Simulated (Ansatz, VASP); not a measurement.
Two plane-wave programs on Al3BAs4

```
CELL_PARAMETERS angstrom
1.93434 1.11679 12.76526
-1.93434 1.11679 12.76526
0.00000 -2.23358 12.76526
ATOMIC_POSITIONS crystal
B 0.00190 0.00190 0.00190
Al 0.25383 0.25383 0.25383
Al 0.50003 0.50003 0.50003
Al 0.74618 0.74618 0.74618
As 0.31816 0.31816 0.31816
As 0.56382 0.56382 0.56382
As 0.80997 0.80997 0.80997
As 0.05611 0.05611 0.05611
```

Alike in both runs: task single point; functional HSE06; k mesh 4 × 4 × 4; no spin polarisation.

```csv
,VASP,Ansatz
version,VASP 6.6.1,Ansatz 0.2.0
potentials or method,"VASP PAW PBE potentials, release 64 (B, Al, As)","plane waves, PAW"
plane-wave cutoff (eV),520,420
occupations,"gaussian, width 0.01 eV",fixed
valence electrons in the cell,32,72
```

Ansatz gave:

| Quantity | Value |
| --- | --- |
| gap on the k mesh at the Fermi level (eV) | 1.14 |
| pressure (GPa) | 0.0 |
| traceless stress, the component that is largest in VASP (GPa) | -0.49 |
| rms of the force components (eV/Å) | 0.035 |

Problem. Estimate VASP's values.

Solution. gap on the k mesh at the Fermi level (eV): 1.13; pressure (GPa): -0.2; traceless stress, the component that is largest in VASP (GPa): -0.49; rms of the force components (eV/Å): 0.032.

Atom by atom the forces differ by 0.006 eV/Å (rms over components). VASP's potentials hold 32 valence electrons a cell and Ansatz's 72, so a difference there can come from the potentials and not from the codes. Ansatz's warnings: stress exchange threshold loose, stress scf threshold loose.

The k mesh is coarse, so the values compare programs but aren't converged.
